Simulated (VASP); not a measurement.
# SnF4 (I4/mmm) in VASP: single point with LDA

Aim: the single point of SnF4 with LDA.

Everything below comes from runs of VASP 6.6.1. Logs are shortened: lines on timing, memory, paths and dates and some standing lists are left out, and cuts for length are marked.

## (1) The cell of the first run

It takes space group I4/mmm (No. 139, tetragonal). Conventional cell: a = 4.050 Å, b = 4.050 Å, c = 7.930 Å, α = 90.00°, β = 90.00°, γ = 90.00°. Sn (site symmetry 4/mmm) has 6 F at 1.88 to 2.02 Å within 2.5 Å. Within 2.5 Å of F (site symmetry 4mm) lie 1 Sn at 1.88 Å. Within 3.0 Å of F (site symmetry mmm) lie 2 Sn at 2.02 Å and 12 F at 2.76 to 2.91 Å.

## (2) Single point, LDA

Input file INCAR:

```
ALGO = Normal
EDIFF = 1E-6
ENCUT = 520
ISIF = 2
ISMEAR = 0
LASPH = T
LCHARG = T
LELF = T
LREAL = F
LVHAR = T
LWAVE = F
NBANDS = 29
NELM = 80
PREC = Accurate
SIGMA = 0.1
```

Input file KPOINTS:

```
k-points
0
Gamma
  6 6 6
```

Input file POSCAR:

```
SnF4
1.0
   -2.0250000000      2.0250000000      3.9650000000
    2.0250000000     -2.0250000000      3.9650000000
    2.0250000000      2.0250000000     -3.9650000000
Sn F
1 4
Direct
    0.0000000000      0.0000000000      0.0000000000
    0.2370000000      0.2370000000      0.0000000000
    0.7630000000      0.7630000000      0.0000000000
    0.5000000000      0.0000000000      0.5000000000
    0.0000000000      0.5000000000      0.5000000000
```

Potentials or basis: VASP PAW LDA potentials, release 64 (Sn_d, F).

Launch:

```sh
cat potpaw_LDA.64/Sn_d/POTCAR potpaw_LDA.64/F/POTCAR > POTCAR
mpirun -np 1 vasp_std > vasp.out
```

OUTCAR:

```text
EDIFF = 1E-6
   ENCUT = 520
   ISIF = 2
   ISMEAR = 0
   LASPH = T
   LREAL = F
   NELM = 80
   PREC = Accurate

 ion  position               nearest neighbor table
   1  0.000  0.000  0.000-   2 1.88   3 1.88   4 2.02   5 2.02   5 2.02   4 2.02
   2  0.237  0.237  0.000-   1 1.88
   3  0.763  0.763  0.000-   1 1.88
   4  0.500  0.000  0.500-   1 2.02   1 2.02
   5  0.000  0.500  0.500-   1 2.02   1 2.02

  LATTYP: Found a body centered tetragonal cell.
 ALAT       =     4.0500000000
 C/A-ratio  =     1.9580246914

  Lattice vectors:

 A1 = (  -2.0250000000,   2.0250000000,   3.9650000000)
 A2 = (   2.0250000000,  -2.0250000000,   3.9650000000)
 A3 = (   2.0250000000,   2.0250000000,  -3.9650000000)

Analysis of symmetry for initial positions (statically):
=====================================================================
 Subroutine PRICEL returns:
 Original cell was already a primitive cell.

 Routine SETGRP: Setting up the symmetry group for a
 body centered tetragonal supercell.

 Subroutine GETGRP returns: Found 16 space group operations
 (whereof 16 operations were pure point group operations)
 out of a pool of 16 trial point group operations.

The static configuration has the point symmetry D_4h.

Analysis of symmetry for dynamics (positions and initial velocities):
=====================================================================
 Subroutine PRICEL returns:
 Original cell was already a primitive cell.

 Routine SETGRP: Setting up the symmetry group for a
 body centered tetragonal supercell.

 Subroutine GETGRP returns: Found 16 space group operations
 (whereof 16 operations were pure point group operations)
 out of a pool of 16 trial point group operations.

The dynamic configuration has the point symmetry D_4h.

 Subroutine INISYM returns: Found 16 space group operations
 (whereof 16 operations are pure point group operations),
 and found     1 'primitive' translations

----------------------------------------------------------------------------------------

                                     Primitive cell

  volume of cell :      65.0359

  direct lattice vectors                    reciprocal lattice vectors
    -2.025000000  2.025000000  3.965000000     0.000000000  0.246913580  0.126103405
     2.025000000 -2.025000000  3.965000000     0.246913580  0.000000000  0.126103405
     2.025000000  2.025000000 -3.965000000     0.246913580  0.246913580  0.000000000

  length of vectors
     4.891060723  4.891060723  4.891060723     0.277251483  0.277251483  0.349188534

  position of ions in fractional coordinates (direct lattice)
     0.000000000  0.000000000  0.000000000
     0.237000000  0.237000000  0.000000000
     0.763000000  0.763000000  0.000000000
     0.500000000  0.000000000  0.500000000
     0.000000000  0.500000000  0.500000000

  ion indices of the primitive-cell ions
   primitive index   ion index
                 1           1
                 2           2
                 3           3
                 4           4
                 5           5

----------------------------------------------------------------------------------------

 KPOINTS: k-points

Automatic generation of k-mesh.
 Grid dimensions read from file:
 generate k-points for:    6    6    6

 Generating k-lattice:

  Cartesian coordinates                     Fractional coordinates (reciprocal lattice)
     0.000000000  0.041152263  0.021017234     0.166666667  0.000000000 -0.000000000
     0.041152263  0.000000000  0.021017234     0.000000000  0.166666667 -0.000000000
     0.041152263  0.041152263  0.000000000     0.000000000  0.000000000  0.166666667

  Length of vectors
     0.046208580  0.046208580  0.058198089

  Shift w.r.t. Gamma in fractional coordinates (k-lattice)
     0.000000000  0.000000000  0.000000000

 Subroutine IBZKPT returns following result:
 ===========================================

 Found     30 irreducible k-points:

 Following reciprocal coordinates:
            Coordinates               Weight
  0.000000  0.000000  0.000000      1.000000
  0.166667  0.000000 -0.000000      8.000000
  0.333333  0.000000  0.000000      8.000000
  0.500000  0.000000 -0.000000      4.000000
  0.166667  0.166667 -0.000000      8.000000
  0.333333  0.166667 -0.000000     16.000000
[... 16 lines left out ...]
 -0.333333 -0.333333  0.166667      8.000000
 -0.166667 -0.333333  0.166667      8.000000
 [... further k-points ...]
   k-points           NKPTS =     30   k-points in BZ     NKDIM =     30   number of bands    NBANDS=     29
   number of dos      NEDOS =    301   number of ions     NIONS =      5
   total plane-waves  NPLWV =  46656
   dimension x,y,z NGX =    36 NGY =   36 NGZ =   36
   dimension x,y,z NGXF=    72 NGYF=   72 NGZF=   72
   ions per type =               1   4
   NGX,Y,Z   is equivalent  to a cutoff of  12.24, 12.24, 12.24 a.u.
   NGXF,Y,Z  is equivalent  to a cutoff of  24.47, 24.47, 24.47 a.u.
 SYSTEM =  unknown system
   PREC   = accura    normal or accurate (medium, high low for compatibility)
   ISTART =      0    job   : 0-new  1-cont  2-samecut
   ICHARG =      2    charge: 1-file 2-atom 10-const
   ISPIN  =      1    spin polarized calculation?
   LNONCOLLINEAR =      F non collinear calculations
   LSORBIT =      F    spin-orbit coupling
   LASPH  =      T    aspherical Exc in radial PAW
   ENCUT  =  520.0 eV  38.22 Ry    6.18 a.u.   9.09  9.09  9.09*2*pi/ulx,y,z
   NELM   =     80;   NELMIN=  2; NELMDL= -5     # of ELM steps
   EDIFF  = 0.1E-05   stopping-criterion for ELM
   LREAL  =      F    real-space projection
   EDIFFG = 0.1E-04   stopping-criterion for IOM
   NSW    =      0    number of steps for IOM
   IBRION =     -1    ionic relax: 0-MD 1-quasi-New 2-CG
   NFREE  =      0    steps in history (QN), initial steepest desc. (CG)
   ISIF   =      2    stress and relaxation
   ISYM   =      2    0-nonsym 1-usesym 2-fastsym
   POTIM  = 0.5000    time-step for ionic-motion
   TEBEG  =    0.0;   TEEND  =   0.0 temperature during run
   PSTRESS=    0.0 pullay stress
   NELECT =      42.0000    total number of electrons
   NUPDOWN=      -1.0000    fix difference up-down
   EMIN   =  10.00;   EMAX   =-10.00  energy-range for DOS
   EFERMI =   0.00;   METHOD = LEGACY
   ISMEAR =     0;   SIGMA  =   0.10  broadening in eV -4-tet -1-fermi 0-gaus
   EFERMI_NEDOS =   21; number of points for ismear=-14 and -15
   IALGO  =     38    algorithm
   IMIX   =      4    mixing-type and parameters
     AMIX     =   0.40;   BMIX     =  1.00
     AMIX_MAG =   1.60;   BMIX_MAG =  1.00
  volume/ion in A,a.u.               =      13.01        87.78
  Fermi-wavevector in a.u.,A,eV,Ry     =   1.415056  2.674067 27.244067  2.002382
  Thomas-Fermi vector in A             =   2.536534
   LORBIT       =      0    0 simple, 1 ext, 2 COOP (PROOUT), +10 PAW based schemes
   GGA     = CA    functional components
   LHFCALC =     F    Hartree Fock is set to
   AEXX    =    0.0000 exact exchange contribution
   IVDW    =     0    specifies the selected vdW correction
   LEPSILON=     F    determine dielectric tensor
   LRPA    =     F    only Hartree local field effects (RPA)
 non-spin polarized calculation
 Gauss-broadening in eV      SIGMA  =   0.10
  energy-cutoff  :      520.00
  volume of cell :       65.04
 maximum number of plane-waves:      1776
   NGX = 19   NGY = 19   NGZ = 19

 number of electron      42.0000026 magnetization

 Free energy of the ion-electron system (eV)
  ---------------------------------------------------
  ext. energy  EPLUGINS =         0.00000000
  ---------------------------------------------------
  free energy    TOTEN  =       -25.56658693 eV

  energy without entropy =      -25.56658693  energy(sigma->0) =      -25.56658693

 E-fermi :   0.1929     XC(G=0): -10.4539

 val. band max:       -0.3432749122   @ k =   0.5000   0.5000  -0.0000
 cond. band min:       2.9673687975   @ k =   0.0000   0.0000   0.0000
 fundamental gap:      3.3106437096
 Fermi energy:         0.1928539637

 k-point     1 :       0.0000    0.0000    0.0000
  band No.  band energies     occupation
      1     -22.3824      2.00000
      2     -22.2502      2.00000
      3     -21.6360      2.00000
      4     -19.8652      2.00000
      5     -19.3199      2.00000
      6     -19.1796      2.00000
[... 21 lines left out ...]
     28      15.4037      0.00000
     29      15.6257      0.00000

 k-point     2 :       0.1667    0.0000   -0.0000
  band No.  band energies     occupation
      1     -22.3406      2.00000
      2     -22.1369      2.00000
      3     -21.6053      2.00000
      4     -19.9042      2.00000
      5     -19.3248      2.00000
      6     -19.1839      2.00000
[... 21 lines left out ...]
     28      15.1672      0.00000
     29      15.6931      0.00000

 k-point     3 :       0.3333    0.0000    0.0000
  band No.  band energies     occupation
      1     -22.3266      2.00000
      2     -21.7750      2.00000
      3     -21.5357      2.00000
      4     -19.9872      2.00000
      5     -19.3345      2.00000
      6     -19.1932      2.00000
[... 21 lines left out ...]
     28      15.4718      0.00000
     29      15.8429      0.00000

 k-point     4 :       0.5000    0.0000   -0.0000
  band No.  band energies     occupation
      1     -22.3256      2.00000
      2     -21.5541      2.00000
      3     -21.4710      2.00000
      4     -20.0315      2.00000
      5     -19.3394      2.00000
      6     -19.1988      2.00000
[... 21 lines left out ...]
     28      15.8999      0.00000
     29      15.9233      0.00000

 k-point     5 :       0.1667    0.1667   -0.0000
  band No.  band energies     occupation
      1     -22.2227      2.00000
      2     -22.1076      2.00000
      3     -21.5506      2.00000
      4     -19.9624      2.00000
      5     -19.3296      2.00000
      6     -19.1836      2.00000
[... 21 lines left out ...]
     28      14.9686      0.00000
     29      15.8705      0.00000
[... 510 lines left out ...]
     28      15.2625      0.00000
     29      16.4915      0.00000

 k-point    22 :      -0.1667    0.5000    0.1667
  band No.  band energies     occupation
      1     -22.3318      2.00000
      2     -21.8122      2.00000
      3     -21.4228      2.00000
      4     -20.0758      2.00000
      5     -19.3344      2.00000
      6     -19.1917      2.00000
[... 21 lines left out ...]
     28      15.6499      0.00000
     29      16.0474      0.00000

 k-point    23 :      -0.3333   -0.3333    0.1667
  band No.  band energies     occupation
      1     -22.2255      2.00000
      2     -22.1351      2.00000
      3     -21.4174      2.00000
      4     -20.0946      2.00000
      5     -19.3295      2.00000
      6     -19.1815      2.00000
[... 21 lines left out ...]
     28      14.9918      0.00000
     29      16.1849      0.00000

 k-point    24 :      -0.1667   -0.3333    0.1667
  band No.  band energies     occupation
      1     -22.3449      2.00000
      2     -22.1564      2.00000
      3     -21.4924      2.00000
      4     -20.0220      2.00000
      5     -19.3246      2.00000
      6     -19.1824      2.00000
[... 21 lines left out ...]
     28      15.1967      0.00000
     29      15.9920      0.00000

 [... further k-points ...]

------------------------ aborting loop because EDIFF is reached ----------------------------------------

  FORCE on cell =-STRESS in cart. coord.  units (eV):
  Direction    XX          YY          ZZ          XY          YZ          ZX
  --------------------------------------------------------------------------------------
  -------------------------------------------------------------------------------------
  Total       -0.0270204     -0.0270204      0.1846584      0.0000000     -0.0000000      0.0000000
  in kB       -0.6656554     -0.6656554      4.5491093      0.0000000     -0.0000000      0.0000000
  external PRESSURE =       1.0725995 kB  Pullay stress =       0.0000000 kB

 VOLUME and BASIS-vectors are now :
 -----------------------------------------------------------------------------
  energy-cutoff  :      520.00
  volume of cell :       65.04
      direct lattice vectors                 reciprocal lattice vectors
    -2.025000000  2.025000000  3.965000000     0.000000000  0.246913580  0.126103405
     2.025000000 -2.025000000  3.965000000     0.246913580  0.000000000  0.126103405
     2.025000000  2.025000000 -3.965000000     0.246913580  0.246913580  0.000000000

 POSITION                                       TOTAL-FORCE (eV/Angst)
 -----------------------------------------------------------------------------------
      0.00000      0.00000      0.00000        -0.000000     -0.000000     -0.000000
      0.00000      0.00000      1.87941        -0.000000     -0.000000      0.307587
      0.00000      0.00000      6.05059         0.000000      0.000000     -0.307587
      0.00000      2.02500      0.00000        -0.000000     -0.000000     -0.000000
      2.02500      0.00000      0.00000        -0.000000     -0.000000     -0.000000
 -----------------------------------------------------------------------------------
    total drift:                                0.000000      0.000000     -0.000000

  FREE ENERGIE OF THE ION-ELECTRON SYSTEM (eV)
  ---------------------------------------------------
  free  energy   TOTEN  =       -25.5665869304 eV

  energy  without entropy=      -25.5665869304  energy(sigma->0) =      -25.56658693
```

It took 2.5 min on 1 thread of AMD EPYC 7R13, shared host; peak memory 0.17 GiB.

Results:

```
Free energy            : -25.5666 eV
Pressure               : 0.1 GPa
Largest force          : 0.308 eV/Å
Band gap on the k mesh : 3.31 eV (least direct gap 3.56 eV)
```

Forces in eV/Å, atoms in the order of the input:
```
Sn   0.000  0.000  0.000
F    0.000  0.000  0.308
F    0.000  0.000 -0.308
F    0.000  0.000  0.000
F    0.000  0.000  0.000
```

Levels at points of the mesh, in eV from the valence-band top:
```tsv
k point	band 17	band 18	band 19	band 20	band 21	band 22	band 23	band 24	band 25	band 26
(0.00, 0.00, 0.00)	-1.25	-1.25	-1.25	-0.25	-0.25	3.31	11.35	12.49	12.49	13.80
(0.50, 0.00, 0.00)	-1.29	-0.83	-0.78	-0.65	-0.51	5.98	9.22	11.65	12.07	13.74
(0.50, 0.50, 0.00)	-1.43	-0.98	-0.63	-0.30	0.00	7.75	8.57	9.20	10.97	13.64
(0.50, 0.50, 0.50)	-1.94	-1.07	-1.07	-0.16	-0.16	4.52	10.20	12.21	13.00	13.00
```

Caveat: spin-orbit coupling is left out, which moves the levels of the heavy elements. A k mesh can miss the band edges.
